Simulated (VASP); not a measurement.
Input of a VASP 6.6.1 run:

Contents of INCAR:

```
PREC = Accurate
ENCUT = 520
EDIFF = 1E-6
ISMEAR = 0
SIGMA = 0.02
LREAL = F
LASPH = T
NELM = 60
ALGO = Normal
ISIF = 2
LWAVE = F
LCHARG = F
GGA = PS
NBANDS = 41
```

The input KPOINTS:

```
regular mesh
0
Gamma
  10 10 10
```

Contents of POSCAR:

```
Mg3Zn2O5
1.0
   -1.5178358000      2.1409447000      7.5693460000
    1.5178358000     -2.1409447000      7.5693460000
    1.5178358000      2.1409447000     -7.5693460000
Mg Zn O
3 2 5
Direct
    0.4004240000      0.4004240000      0.0000000000
    0.5995760000      0.5995760000      0.0000000000
    0.0000000000      0.0000000000      0.0000000000
    0.8003930000      0.8003930000      0.0000000000
    0.1996070000      0.1996070000      0.0000000000
    0.0974650000      0.5974650000      0.5000000000
    0.3024080000      0.8024080000      0.5000000000
    0.5000000000      0.0000000000      0.5000000000
    0.6975920000      0.1975920000      0.5000000000
    0.9025350000      0.4025350000      0.5000000000
```

Potentials or basis: VASP PAW PBE potentials, release 64 (Mg, Zn, O).

Launch:

```sh
$ cat potpaw_PBE.64/Mg/POTCAR potpaw_PBE.64/Zn/POTCAR potpaw_PBE.64/O/POTCAR > POTCAR
$ mpirun -np 1 vasp_std > vasp.out
```

(1) Estimate the pressure.

(2) Estimate the band gap on the k mesh.

(3) Predict the largest force.

Results:

(1) -5.5 GPa.

(2) 2.41 eV (least direct gap 2.70 eV).

(3) 0.077 eV/Å.

Caveat: the cell stands under tension; the PAW data sets were made with another functional, which shifts forces and pressure a little.
